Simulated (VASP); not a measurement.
**MgSi3N2: single point with PBE**

MgSi3N2:

```
Mg Si N
1.0
     2.43643    1.40667    3.94020
    -2.43643    1.40667    3.94020
     0.00000   -2.81335    3.94020
Mg Si N
1 3 2
Direct
  0.00000 0.00000 0.00000
  0.00000 0.50000 0.00000
  0.50000 0.00000 0.00000
  0.00000 0.00000 0.50000
  0.62259 0.62259 0.62259
  0.37741 0.37741 0.37741
```

The cell was generated, and may not be a known phase.

| Property | Result |
| --- | --- |
| Program | VASP 6.6.1 |
| Task | single point |
| Functional | PBE |
| Potentials or basis | VASP PAW PBE potentials, release 64 (Mg, Si, N) |
| Cutoff | 520 eV |
| k mesh | 6 × 6 × 6 |
| Occupations | gaussian, width 0.1 eV |
| Spin | no spin polarisation |
| Dipole correction | no |
| Further INCAR settings | ALGO = Normal; EDIFF = 1e-07; NBANDS = 21 |

```json
{"Pressure": "6.3 GPa", "Largest force": "0.429 eV/Å", "Band gap on the k mesh": "zero (bands 12 and 13 overlap by 0.75 eV)"}
```

Forces on the atoms (eV/Å):
```
Mg   0.000  0.000  0.000
Si   0.000  0.000  0.000
Si   0.000  0.000  0.000
Si   0.000  0.000  0.000
N    0.000  0.000  0.429
N    0.000  0.000 -0.429
```

Stress tensor (GPa, compression positive):
```
 1.72  0.00  0.00
 0.00  1.72  0.00
 0.00  0.00 15.35
```

Levels at points of the mesh, in eV from the Fermi level:
```tsv
k point	band 9	band 10	band 11	band 12	band 13	band 14	band 15	band 16
(0.00, 0.00, 0.00)	-3.95	-2.64	-2.14	-2.14	0.21	0.21	1.40	2.00
(0.50, 0.00, 0.00)	-3.14	-1.81	-0.66	0.29	0.62	0.85	0.99	2.53
(0.50, 0.50, 0.00)	-0.72	-0.66	-0.24	-0.03	0.64	1.15	1.42	1.81
(0.50, 0.50, 0.50)	-3.37	-1.53	-0.60	-0.60	0.41	0.44	0.44	3.17
```

It took 22 s on 1 thread of Intel(R) Xeon(R) 6975P-C (Granite Rapids), with other jobs on the host, peak memory 0.23 GiB.

Caveat: the stress differs along the axes, from 2 to 15 GPa.
